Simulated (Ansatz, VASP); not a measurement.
# Two plane-wave programs on Lu

Contents of INCAR:

```
SYSTEM = Lu
AGGAC = 1.0 ; AGGAX = 1.0
ALDAC = 0.0 ; ALDAX = 1.0
ALGO = Normal ; EDIFF = 1E-6
ENCUT = 520 ; GGA = B5
ISIF = 2 ; ISMEAR = -1
LASPH = .TRUE. ; LCHARG = .TRUE.
LELF = .TRUE. ; LREAL = .FALSE.
LVHAR = .TRUE. ; LWAVE = .FALSE.
NBANDS = 18 ; NELM = 60
PREC = Accurate ; SIGMA = 0.1
```

The input KPOINTS:

```
k-points
0
G
  13 13 13
  0 0 0
```

File POSCAR:

```
Lu
1.0
   -1.9623822379      1.9623822379      1.9623822379
    1.9623822379     -1.9623822379      1.9623822379
    1.9623822379      1.9623822379     -1.9623822379
Lu
1
Direct
    0.0000000000      0.0000000000      0.0000000000
```

Input for Ansatz:

```yaml
crystal:
  lattice:
    - [-1.9623822379, 1.9623822379, 1.9623822379]
    - [1.9623822379, -1.9623822379, 1.9623822379]
    - [1.9623822379, 1.9623822379, -1.9623822379]
  atoms:
    - { symbol: Lu, position: [0.0, 0.0, 0.0] }
hamiltonian:
  xc: blyp
  pseudopotentials:
    kind: paw
    azcp:
      Lu: "pseudopotentials/Lu.paw.azcp"
basis:
  ecutwfc: 420
  fft_grid_basis: typed
kpoints:
  mp_grid: { grid: [13, 13, 13], shift: [0, 0, 0] }
magnetization:
  spin_polarized: false
scf:
  occupations: { method: fermi_dirac, width: 0.1 }
  lower_state_search: "off"
output:
  stress: true
```

Alike in both runs: task single point; functional BLYP; k mesh 13 × 13 × 13; occupations fermi-dirac, width 0.1 eV; no spin polarisation.

|  | VASP | Ansatz |
| --- | --- | --- |
| version | VASP 6.6.1 | Ansatz 0.2.0 |
| potentials or method | VASP PAW PBE potentials, release 64 (Lu), cutoff 520 eV | plane waves (420 eV) with PAW, scalar-relativistic |
| valence electrons in the cell | 25 | 25 |

```tsv
	VASP	Ansatz	Ansatz less VASP
pressure (GPa)	0.2	0.0	-0.20
```

VASP's potentials were made for PBE, not for BLYP.

Neither program's run includes spin-orbit coupling.
